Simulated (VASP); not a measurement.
# CuAu (P4/mmm) in VASP: single point with LDA

Aim: the single point of CuAu with LDA.

All numbers are computed with VASP 6.6.1; they aren't measurements. Logs are shortened: lines on timing, memory, paths and dates and some standing lists are left out, and cuts for length are marked.

## 1. The cell of the first run

Symmetry: P4/mmm, No. 123, tetragonal system. Conventional cell: a = 2.811 Å, b = 2.811 Å, c = 3.685 Å, α = 90.00°, β = 90.00°, γ = 90.00°. Within 3.6 Å of Cu (site symmetry 4/mmm) lie 8 Au at 2.71 Å and 4 Cu at 2.81 Å. Within 3.6 Å of Au (site symmetry 4/mmm) lie 8 Cu at 2.71 Å and 4 Au at 2.81 Å.

## 2. Single point, LDA

Contents of INCAR:

```
PREC = Accurate
ENCUT = 600
EDIFF = 1E-6
ISMEAR = -1
SIGMA = 0.1
LREAL = F
LASPH = T
NELM = 120
ALGO = Normal
ISIF = 2
LWAVE = F
LCHARG = T
GGA = CA
LELF = T
LVHAR = T
NBANDS = 18
GGA_COMPAT = F
```

Contents of KPOINTS:

```
regular mesh
0
Gamma
  7 7 6
```

Contents of POSCAR:

```
CuAu
1.0
    2.8107490000      0.0000000000      0.0000000000
    0.0000000000      2.8107490000      0.0000000000
    0.0000000000      0.0000000000      3.6850000000
Cu Au
1 1
Direct
    0.5000000000      0.5000000000      0.5000000000
    0.0000000000      0.0000000000      0.0000000000
```

Potentials or basis: VASP PAW LDA potentials, release 64 (Cu, Au).

Started as:

```
$ cat potpaw_LDA.64/Cu/POTCAR potpaw_LDA.64/Au/POTCAR > POTCAR
$ mpirun -np 1 vasp_std > vasp.out
```

OUTCAR:

```text
PREC = Accurate
   ENCUT = 600
   EDIFF = 1E-6
   ISMEAR = -1
   LREAL = F
   LASPH = T
   NELM = 120
   ISIF = 2
   GGA = CA

 ion  position               nearest neighbor table
   1  0.500  0.500  0.500-   2 2.71   2 2.71   2 2.71   2 2.71   2 2.71   2 2.71   2 2.71   2 2.71

   2  0.000  0.000  0.000-   1 2.71   1 2.71   1 2.71   1 2.71   1 2.71   1 2.71   1 2.71   1 2.71

  LATTYP: Found a simple tetragonal cell.
 ALAT       =     2.8107490000
 C/A-ratio  =     1.3110384456

  Lattice vectors:

 A1 = (   2.8107490000,   0.0000000000,   0.0000000000)
 A2 = (   0.0000000000,   2.8107490000,   0.0000000000)
 A3 = (   0.0000000000,   0.0000000000,   3.6850000000)

Analysis of symmetry for initial positions (statically):
=====================================================================
 Subroutine PRICEL returns:
 Original cell was already a primitive cell.

 Routine SETGRP: Setting up the symmetry group for a
 simple tetragonal supercell.

 Subroutine GETGRP returns: Found 16 space group operations
 (whereof 16 operations were pure point group operations)
 out of a pool of 16 trial point group operations.

The static configuration has the point symmetry D_4h.

Analysis of symmetry for dynamics (positions and initial velocities):
=====================================================================
 Subroutine PRICEL returns:
 Original cell was already a primitive cell.

 Routine SETGRP: Setting up the symmetry group for a
 simple tetragonal supercell.

 Subroutine GETGRP returns: Found 16 space group operations
 (whereof 16 operations were pure point group operations)
 out of a pool of 16 trial point group operations.

The dynamic configuration has the point symmetry D_4h.

 Subroutine INISYM returns: Found 16 space group operations
 (whereof 16 operations are pure point group operations),
 and found     1 'primitive' translations

----------------------------------------------------------------------------------------

                                     Primitive cell

  volume of cell :      29.1126

  direct lattice vectors                    reciprocal lattice vectors
     2.810749000  0.000000000  0.000000000     0.355777054  0.000000000  0.000000000
     0.000000000  2.810749000  0.000000000     0.000000000  0.355777054  0.000000000
     0.000000000  0.000000000  3.685000000     0.000000000  0.000000000  0.271370421

  length of vectors
     2.810749000  2.810749000  3.685000000     0.355777054  0.355777054  0.271370421

  position of ions in fractional coordinates (direct lattice)
     0.500000000  0.500000000  0.500000000
     0.000000000  0.000000000  0.000000000

  ion indices of the primitive-cell ions
   primitive index   ion index
                 1           1
                 2           2

----------------------------------------------------------------------------------------

 KPOINTS: regular mesh

Automatic generation of k-mesh.
 Grid dimensions read from file:
 generate k-points for:    7    7    6

 Generating k-lattice:

  Cartesian coordinates                     Fractional coordinates (reciprocal lattice)
     0.050825293  0.000000000  0.000000000     0.142857143  0.000000000  0.000000000
     0.000000000  0.050825293  0.000000000     0.000000000  0.142857143  0.000000000
     0.000000000  0.000000000  0.045228403     0.000000000  0.000000000  0.166666667

  Length of vectors
     0.050825293  0.050825293  0.045228403

  Shift w.r.t. Gamma in fractional coordinates (k-lattice)
     0.000000000  0.000000000  0.000000000

 Subroutine IBZKPT returns following result:
 ===========================================

 Found     40 irreducible k-points:

 Following reciprocal coordinates:
            Coordinates               Weight
  0.000000  0.000000  0.000000      1.000000
  0.142857  0.000000  0.000000      4.000000
  0.285714  0.000000  0.000000      4.000000
  0.428571  0.000000  0.000000      4.000000
  0.142857  0.142857  0.000000      4.000000
  0.285714  0.142857  0.000000      8.000000
[... 16 lines left out ...]
  0.285714  0.000000  0.333333      8.000000
  0.428571  0.000000  0.333333      8.000000
 [... further k-points ...]
   k-points           NKPTS =     40   k-points in BZ     NKDIM =     40   number of bands    NBANDS=     18
   number of dos      NEDOS =    301   number of ions     NIONS =      2
   total plane-waves  NPLWV =  17280
   dimension x,y,z NGX =    24 NGY =   24 NGZ =   30
   dimension x,y,z NGXF=    48 NGYF=   48 NGZF=   60
   ions per type =               1   1
   NGX,Y,Z   is equivalent  to a cutoff of  14.20, 14.20, 13.53 a.u.
   NGXF,Y,Z  is equivalent  to a cutoff of  28.39, 28.39, 27.07 a.u.
 SYSTEM =  unknown system
   PREC   = accura    normal or accurate (medium, high low for compatibility)
   ISTART =      0    job   : 0-new  1-cont  2-samecut
   ICHARG =      2    charge: 1-file 2-atom 10-const
   ISPIN  =      1    spin polarized calculation?
   LNONCOLLINEAR =      F non collinear calculations
   LSORBIT =      F    spin-orbit coupling
   LASPH  =      T    aspherical Exc in radial PAW
   ENCUT  =  600.0 eV  44.10 Ry    6.64 a.u.   5.61  5.61  7.36*2*pi/ulx,y,z
   NELM   =    120;   NELMIN=  2; NELMDL= -5     # of ELM steps
   EDIFF  = 0.1E-05   stopping-criterion for ELM
   LREAL  =      F    real-space projection
   EDIFFG = 0.1E-04   stopping-criterion for IOM
   NSW    =      0    number of steps for IOM
   IBRION =     -1    ionic relax: 0-MD 1-quasi-New 2-CG
   NFREE  =      0    steps in history (QN), initial steepest desc. (CG)
   ISIF   =      2    stress and relaxation
   ISYM   =      2    0-nonsym 1-usesym 2-fastsym
   POTIM  = 0.5000    time-step for ionic-motion
   TEBEG  =    0.0;   TEEND  =   0.0 temperature during run
   PSTRESS=    0.0 pullay stress
   NELECT =      22.0000    total number of electrons
   NUPDOWN=      -1.0000    fix difference up-down
   EMIN   =  10.00;   EMAX   =-10.00  energy-range for DOS
   EFERMI =   0.00;   METHOD = LEGACY
   ISMEAR =    -1;   SIGMA  =   0.10  broadening in eV -4-tet -1-fermi 0-gaus
   EFERMI_NEDOS =   21; number of points for ismear=-14 and -15
   IALGO  =     38    algorithm
   IMIX   =      4    mixing-type and parameters
     AMIX     =   0.40;   BMIX     =  1.00
     AMIX_MAG =   1.60;   BMIX_MAG =  1.00
  volume/ion in A,a.u.               =      14.56        98.23
  Fermi-wavevector in a.u.,A,eV,Ry     =   1.491152  2.817868 30.253012  2.223534
  Thomas-Fermi vector in A             =   2.603843
   LORBIT       =      0    0 simple, 1 ext, 2 COOP (PROOUT), +10 PAW based schemes
   GGA     = CA    functional components
   LHFCALC =     F    Hartree Fock is set to
   AEXX    =    0.0000 exact exchange contribution
   IVDW    =     0    specifies the selected vdW correction
   LEPSILON=     F    determine dielectric tensor
   LRPA    =     F    only Hartree local field effects (RPA)
 non-spin polarized calculation
  energy-cutoff  :      600.00
  volume of cell :       29.11
 maximum number of plane-waves:       991
 NGX is ok and might be reduce to    24
   NGX = 11   NGY = 11   NGZ = 15

 number of electron      22.0000014 magnetization

 Free energy of the ion-electron system (eV)
  ---------------------------------------------------
  ext. energy  EPLUGINS =         0.00000000
  ---------------------------------------------------
  free energy    TOTEN  =        -9.26258285 eV

  energy without entropy =       -9.24976922  energy(sigma->0) =       -9.25617603

 E-fermi :   8.6738     XC(G=0): -12.9718

 val. band max:        8.5492030226   @ k =   0.4286   0.1429   0.5000
 cond. band min:       8.8339838159   @ k =   0.0000   0.0000   0.1667
 fundamental gap:      0.2847807934
 Fermi energy:         8.6738005893

 k-point     1 :       0.0000    0.0000    0.0000
  band No.  band energies     occupation
      1      -1.2806      2.00000
      2       1.9030      2.00000
      3       2.0665      2.00000
      4       4.4456      2.00000
      5       4.4456      2.00000
      6       5.5260      2.00000
[... 10 lines left out ...]
     17      25.3572      0.00000
     18      25.9375      0.00000

 k-point     2 :       0.1429    0.0000    0.0000
  band No.  band energies     occupation
      1      -0.8146      2.00000
      2       2.1038      2.00000
      3       2.3682      2.00000
      4       4.1704      2.00000
      5       4.5563      2.00000
      6       5.3311      2.00000
[... 10 lines left out ...]
     17      25.9614      0.00000
     18      27.9376      0.00000

 k-point     3 :       0.2857    0.0000    0.0000
  band No.  band energies     occupation
      1       0.3913      2.00000
      2       2.5005      2.00000
      3       3.2507      2.00000
      4       3.5359      2.00000
      5       4.8518      2.00000
      6       4.8709      2.00000
[... 10 lines left out ...]
     17      23.9645      0.00000
     18      26.4234      0.00000

 k-point     4 :       0.4286    0.0000    0.0000
  band No.  band energies     occupation
      1       1.6059      2.00000
      2       3.0264      2.00000
      3       3.0523      2.00000
      4       3.9376      2.00000
      5       4.5022      2.00000
      6       5.1863      2.00000
[... 375 lines left out ...]
      4       4.2330      2.00000
      5       4.6452      2.00000
      6       5.3573      2.00000
[... 10 lines left out ...]
     17      24.7166      0.00000
     18      26.5501      0.00000

 k-point    23 :       0.2857    0.0000    0.3333
  band No.  band energies     occupation
      1       1.1791      2.00000
      2       2.2722      2.00000
      3       3.7407      2.00000
      4       3.9246      2.00000
      5       4.4763      2.00000
      6       4.7863      2.00000
[... 10 lines left out ...]
     17      25.1485      0.00000
     18      26.1249      0.00000

 k-point    24 :       0.4286    0.0000    0.3333
  band No.  band energies     occupation
      1       1.6768      2.00000
      2       1.9489      2.00000
      3       4.0320      2.00000
      4       4.1676      2.00000
      5       4.5865      2.00000
      6       5.6485      2.00000
[... 10 lines left out ...]
     17      25.0119      0.00000
     18      25.6192      0.00000

 [... further k-points ...]

------------------------ aborting loop because EDIFF is reached ----------------------------------------

  FORCE on cell =-STRESS in cart. coord.  units (eV):
  Direction    XX          YY          ZZ          XY          YZ          ZX
  --------------------------------------------------------------------------------------
  -------------------------------------------------------------------------------------
  Total       -1.5389275     -1.5389275     -1.4871528      0.0000000     -0.0000000     -0.0000000
  in kB      -84.6929253    -84.6929253    -81.8435672      0.0000000     -0.0000000     -0.0000000
  external PRESSURE =     -83.7431393 kB  Pullay stress =       0.0000000 kB

 VOLUME and BASIS-vectors are now :
 -----------------------------------------------------------------------------
  energy-cutoff  :      600.00
  volume of cell :       29.11
      direct lattice vectors                 reciprocal lattice vectors
     2.810749000  0.000000000  0.000000000     0.355777054  0.000000000  0.000000000
     0.000000000  2.810749000  0.000000000     0.000000000  0.355777054  0.000000000
     0.000000000  0.000000000  3.685000000     0.000000000  0.000000000  0.271370421

 POSITION                                       TOTAL-FORCE (eV/Angst)
 -----------------------------------------------------------------------------------
      1.40537      1.40537      1.84250         0.000000      0.000000      0.000000
      0.00000      0.00000      0.00000         0.000000      0.000000      0.000000
 -----------------------------------------------------------------------------------
    total drift:                                0.000000      0.000000     -0.000000

  FREE ENERGIE OF THE ION-ELECTRON SYSTEM (eV)
  ---------------------------------------------------
  free  energy   TOTEN  =        -9.2625828517 eV

  energy  without entropy=       -9.2497692154  energy(sigma->0) =       -9.25617603
```

Wall time 34 s (1 thread of Intel Xeon 8259CL, shared host); peak memory 0.15 GiB.

What came out:

```
Free energy            : -9.2626 eV
Pressure               : -8.4 GPa
Band gap on the k mesh : zero (band 11 reaches 11.82 eV, above the bottom of band 12 at 6.49 eV)
```

Stress tensor (GPa, compression positive):
```
-8.47  0.00  0.00
 0.00 -8.47  0.00
 0.00  0.00 -8.18
```

Caveat: spin-orbit coupling is left out, which moves the levels of the heavy elements.
